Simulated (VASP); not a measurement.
# ZnS (P6_3mc) in VASP: a series of runs

Runs on ZnS. Level: PBEsol. Tasks: electric field gradients.

Program: VASP 6.6.1. These are calculated values, not measurements. Logs are shortened: lines on timing, memory, paths and dates and some standing lists are left out, and cuts for length are marked.

## (1) The cell of the first run

Symmetry: P6_3mc, No. 186, hexagonal system. The conventional cell has a = 3.836 Å, b = 3.836 Å, c = 6.275 Å, α = 90.00°, β = 90.00°, γ = 120.00°. Zn (site symmetry 3m) has 4 S at 2.33 to 2.42 Å within 3.1 Å. Within 3.1 Å of S (site symmetry 3m) lie 4 Zn at 2.33 to 2.42 Å.

## (2) Electric field gradients, PBEsol (volume scaled by 1.02)

INCAR

```
SYSTEM = ZnS
  PREC = Accurate
  ENCUT = 520
  EDIFF = 1E-8
  ISMEAR = -1
  SIGMA = 0.03
  LREAL = .FALSE.
  LASPH = .TRUE.
  NELM = 80
  ALGO = Normal
  ISIF = 2
  LWAVE = .FALSE.
  LCHARG = .FALSE.
  GGA = PS
  LEFG = .TRUE.
  NBANDS = 26
```

KPOINTS

```
regular mesh
0
G
  8 8 5
  0 0 0
```

POSCAR

```
ZnS
1.0
    3.8362379197      0.0000000000      0.0000000000
   -1.9181189598      3.3222794933      0.0000000000
    0.0000000000      0.0000000000      6.2752859714
Zn S
2 2
Direct
    0.3333333333      0.6666666667      0.0000000000
    0.6666666667      0.3333333333      0.5000000000
    0.3333333333      0.6666666667      0.3850000000
    0.6666666667      0.3333333333      0.8850000000
```

Potentials or basis: VASP PAW PBE potentials, release 64 (Zn, S).

Started as:

```bash
$ cat potpaw_PBE.64/Zn/POTCAR potpaw_PBE.64/S/POTCAR > POTCAR
$ mpirun -np 1 vasp_std > vasp.out
```

OUTCAR:

```text
SYSTEM = ZnS
   PREC = Accurate
   ENCUT = 520
   EDIFF = 1E-8
   ISMEAR = -1
   LREAL = .FALSE.
   LASPH = .TRUE.
   NELM = 80
   ISIF = 2
   GGA = PS

 ion  position               nearest neighbor table
   1  0.333  0.667  0.000-   4 2.33   4 2.33   4 2.33   3 2.42
   2  0.667  0.333  0.500-   3 2.33   3 2.33   3 2.33   4 2.42
   3  0.333  0.667  0.385-   2 2.33   2 2.33   2 2.33   1 2.42
   4  0.667  0.333  0.885-   1 2.33   1 2.33   1 2.33   2 2.42

  LATTYP: Found a hexagonal cell.
 ALAT       =     3.8362379197
 C/A-ratio  =     1.6357916539

  Lattice vectors:

 A1 = (   3.8362379197,   0.0000000000,   0.0000000000)
 A2 = (  -1.9181189598,   3.3222794933,   0.0000000000)
 A3 = (   0.0000000000,   0.0000000000,   6.2752859714)

Analysis of symmetry for initial positions (statically):
=====================================================================
 Subroutine PRICEL returns:
 Original cell was already a primitive cell.

 Routine SETGRP: Setting up the symmetry group for a
 hexagonal supercell.

 Subroutine GETGRP returns: Found 12 space group operations
 (whereof  6 operations were pure point group operations)
 out of a pool of 24 trial point group operations.

The static configuration has the point symmetry C_3v.
 The point group associated with its full space group is C_6v.

Analysis of symmetry for dynamics (positions and initial velocities):
=====================================================================
 Subroutine PRICEL returns:
 Original cell was already a primitive cell.

 Routine SETGRP: Setting up the symmetry group for a
 hexagonal supercell.

 Subroutine GETGRP returns: Found 12 space group operations
 (whereof  6 operations were pure point group operations)
 out of a pool of 24 trial point group operations.

The dynamic configuration has the point symmetry C_3v.
 The point group associated with its full space group is C_6v.

 Subroutine INISYM returns: Found 12 space group operations
 (whereof  6 operations are pure point group operations),
 and found     1 'primitive' translations

----------------------------------------------------------------------------------------

                                     Primitive cell

  volume of cell :      79.9789

  direct lattice vectors                    reciprocal lattice vectors
     3.836237920  0.000000000  0.000000000     0.260672049  0.150499078  0.000000000
    -1.918118960  3.322279493  0.000000000     0.000000000  0.300998156  0.000000000
     0.000000000  0.000000000  6.275285971     0.000000000  0.000000000  0.159355287

  length of vectors
     3.836237920  3.836237920  6.275285971     0.300998156  0.300998156  0.159355287

  position of ions in fractional coordinates (direct lattice)
     0.333333333  0.666666667  0.000000000
     0.666666667  0.333333333  0.500000000
     0.333333333  0.666666667  0.385000000
     0.666666667  0.333333333  0.885000000

  ion indices of the primitive-cell ions
   primitive index   ion index
                 1           1
                 2           2
                 3           3
                 4           4

----------------------------------------------------------------------------------------

 KPOINTS: regular mesh

Automatic generation of k-mesh.
 Grid dimensions read from file:
 generate k-points for:    8    8    5

 Generating k-lattice:

  Cartesian coordinates                     Fractional coordinates (reciprocal lattice)
     0.032584006  0.018812385  0.000000000     0.125000000  0.000000000  0.000000000
     0.000000000  0.037624769  0.000000000     0.000000000  0.125000000  0.000000000
     0.000000000  0.000000000  0.031871057     0.000000000  0.000000000  0.200000000

  Length of vectors
     0.037624769  0.037624769  0.031871057

[... 39 lines left out ...]
   dimension x,y,z NGXF=    60 NGYF=   60 NGZF=   96
   ions per type =               2   2
   NGX,Y,Z   is equivalent  to a cutoff of  13.00, 13.00, 12.72 a.u.
   NGXF,Y,Z  is equivalent  to a cutoff of  26.00, 26.00, 25.43 a.u.
 SYSTEM =  ZnS
   PREC   = accura    normal or accurate (medium, high low for compatibility)
   ISTART =      0    job   : 0-new  1-cont  2-samecut
   ICHARG =      2    charge: 1-file 2-atom 10-const
   ISPIN  =      1    spin polarized calculation?
   LNONCOLLINEAR =      F non collinear calculations
   LSORBIT =      F    spin-orbit coupling
   LASPH  =      T    aspherical Exc in radial PAW
   ENCUT  =  520.0 eV  38.22 Ry    6.18 a.u.   7.13  7.13 11.67*2*pi/ulx,y,z
   NELM   =     80;   NELMIN=  2; NELMDL= -5     # of ELM steps
   EDIFF  = 0.1E-07   stopping-criterion for ELM
   LREAL  =      F    real-space projection
   EDIFFG = 0.1E-06   stopping-criterion for IOM
   NSW    =      0    number of steps for IOM
   IBRION =     -1    ionic relax: 0-MD 1-quasi-New 2-CG
   NFREE  =      0    steps in history (QN), initial steepest desc. (CG)
   ISIF   =      2    stress and relaxation
   ISYM   =      2    0-nonsym 1-usesym 2-fastsym
   POTIM  = 0.5000    time-step for ionic-motion
   TEBEG  =    0.0;   TEEND  =   0.0 temperature during run
   PSTRESS=    0.0 pullay stress
   NELECT =      36.0000    total number of electrons
   NUPDOWN=      -1.0000    fix difference up-down
   EMIN   =  10.00;   EMAX   =-10.00  energy-range for DOS
   EFERMI =   0.00;   METHOD = LEGACY
   ISMEAR =    -1;   SIGMA  =   0.03  broadening in eV -4-tet -1-fermi 0-gaus
   EFERMI_NEDOS =   21; number of points for ismear=-14 and -15
   IALGO  =     38    algorithm
   IMIX   =      4    mixing-type and parameters
     AMIX     =   0.40;   BMIX     =  1.00
     AMIX_MAG =   1.60;   BMIX_MAG =  1.00
  volume/ion in A,a.u.               =      19.99       134.93
  Fermi-wavevector in a.u.,A,eV,Ry     =   1.254635  2.370916 21.417039  1.574108
  Thomas-Fermi vector in A             =   2.388430
   LORBIT       =      0    0 simple, 1 ext, 2 COOP (PROOUT), +10 PAW based schemes
   GGA     = PS    functional components
   LHFCALC =     F    Hartree Fock is set to
   AEXX    =    0.0000 exact exchange contribution
   IVDW    =     0    specifies the selected vdW correction
   LEPSILON=     F    determine dielectric tensor
   LRPA    =     F    only Hartree local field effects (RPA)
 non-spin polarized calculation
  energy-cutoff  :      520.00
  volume of cell :       79.98
 maximum number of plane-waves:      2180
 NGX is ok and might be reduce to    30
   NGX = 15   NGY = 15   NGZ = 23

 number of electron      36.0000015 magnetization

 Free energy of the ion-electron system (eV)
  ---------------------------------------------------
  ext. energy  EPLUGINS =         0.00000000
  ---------------------------------------------------
  free energy    TOTEN  =       -15.12433230 eV

  energy without entropy =      -15.12433230  energy(sigma->0) =      -15.12433230

 E-fermi :   2.5021     XC(G=0):  -9.7767

 val. band max:        1.8904028261   @ k =   0.0000   0.0000   0.0000
 cond. band min:       3.9135567526   @ k =   0.0000   0.0000   0.0000
 fundamental gap:      2.0231539264
 Fermi energy:         2.5021006621

 k-point     1 :       0.0000    0.0000    0.0000
  band No.  band energies     occupation
      1     -11.1845      2.00000
      2     -10.2797      2.00000
      3      -4.4372      2.00000
      4      -4.4372      2.00000
      5      -4.3757      2.00000
      6      -4.3757      2.00000
[... 685 lines left out ...]
     25      10.7293      0.00000
     26      11.1778      0.00000

 [... further k-points ...]

------------------------ aborting loop because EDIFF is reached ----------------------------------------

  FORCE on cell =-STRESS in cart. coord.  units (eV):
  Direction    XX          YY          ZZ          XY          YZ          ZX
  --------------------------------------------------------------------------------------
  -------------------------------------------------------------------------------------
  Total       -0.9801861     -0.9801861     -1.7604557     -0.0000000      0.0000000      0.0000000
  in kB      -19.6355876    -19.6355876    -35.2663463     -0.0000000      0.0000000      0.0000000
  external PRESSURE =     -24.8458405 kB  Pullay stress =       0.0000000 kB

 VOLUME and BASIS-vectors are now :
 -----------------------------------------------------------------------------
  energy-cutoff  :      520.00
  volume of cell :       79.98
      direct lattice vectors                 reciprocal lattice vectors
     3.836237920  0.000000000  0.000000000     0.260672049  0.150499078  0.000000000
    -1.918118960  3.322279493  0.000000000     0.000000000  0.300998156  0.000000000
     0.000000000  0.000000000  6.275285971     0.000000000  0.000000000  0.159355287

 POSITION                                       TOTAL-FORCE (eV/Angst)
 -----------------------------------------------------------------------------------
     -0.00000      2.21485      0.00000        -0.000000     -0.000000      0.285539
      1.91812      1.10743      3.13764        -0.000000      0.000000      0.285539
     -0.00000      2.21485      2.41599         0.000000     -0.000000     -0.285539
      1.91812      1.10743      5.55363        -0.000000      0.000000     -0.285539
 -----------------------------------------------------------------------------------
    total drift:                               -0.000000     -0.000000     -0.000029

  FREE ENERGIE OF THE ION-ELECTRON SYSTEM (eV)
  ---------------------------------------------------
  free  energy   TOTEN  =       -15.1243323038 eV

  energy  without entropy=      -15.1243323037  energy(sigma->0) =      -15.12433230

 Electric field gradients (V/A^2)
---------------------------------------------------------------------
 ion       V_xx      V_yy      V_zz      V_xy      V_xz      V_yz
---------------------------------------------------------------------
   1      -9.353    -9.356    18.709    -0.003     0.000    -0.000
   2      -9.353    -9.356    18.709    -0.003    -0.000     0.000
   3       2.910     2.910    -5.819    -0.000    -0.000     0.000
   4       2.910     2.910    -5.819    -0.000     0.000    -0.000
---------------------------------------------------------------------

 Electric field gradients after diagonalization (V/A^2)
 (convention: |V_zz| > |V_xx| > |V_yy|)
----------------------------------------------------------------------
 ion       V_xx      V_yy      V_zz     asymmetry (V_yy - V_xx)/ V_zz
----------------------------------------------------------------------
   1      -9.357    -9.351    18.709       0.000
   2      -9.357    -9.351    18.709       0.000
   3       2.910     2.909    -5.819       0.000
   4       2.910     2.909    -5.819       0.000
----------------------------------------------------------------------

           NMR quadrupolar parameters

 Cq : quadrupolar parameter    Cq=e*Q*V_zz/h
 eta: asymmetry parameters     (V_yy - V_xx)/ V_zz
 Q  : nuclear electric quadrupole moment in mb (millibarn)
----------------------------------------------------------------------
 ion       Cq(MHz)       eta       Q (mb)
----------------------------------------------------------------------
   1       0.045       0.000       1.000
   2       0.045       0.000       1.000
   3      -0.014       0.000       1.000
   4      -0.014       0.000       1.000
----------------------------------------------------------------------
```

It took 32 s on 1 thread of Intel Xeon 6975P-C (Granite Rapids), shared host; peak memory 0.22 GiB.

What came out:

* Free energy: -15.1243 eV
* Pressure: -2.5 GPa
* Largest force: 0.286 eV/Å
* Band gap on the k mesh: 2.02 eV, direct

Forces on the atoms (eV/Å):
```
Zn   0.000  0.000  0.286
Zn   0.000  0.000  0.286
S    0.000  0.000 -0.286
S    0.000  0.000 -0.286
```

Levels at points of the mesh, in eV from the valence-band top:
| k point | band 15 | band 16 | band 17 | band 18 | band 19 | band 20 | band 21 | band 22 |
| --- | --- | --- | --- | --- | --- | --- | --- | --- |
| (0.00, 0.00, 0.00) | -0.85 | -0.02 | -0.02 | 0.00 | 2.02 | 2.84 | 6.22 | 6.22 |
| (0.50, 0.00, 0.00) | -3.12 | -2.22 | -1.54 | -0.97 | 3.50 | 4.12 | 5.06 | 7.05 |

Electric field gradients, principal values (V/Å²):
| atom | least | middle | greatest (by size) |
| --- | --- | --- | --- |
| 1 Zn | -9.351 | -9.357 | 18.709 |
| 2 Zn | -9.351 | -9.357 | 18.709 |
| 3 S | 2.909 | 2.910 | -5.819 |
| 4 S | 2.909 | 2.910 | -5.819 |

Caveat: without QUAD_EFG the Cq values of the log hold for a quadrupole moment of 1 mb, not for the nuclei; the PAW data sets were made with another functional, which shifts forces and pressure a little.

(Continued in part 2 of 2.)
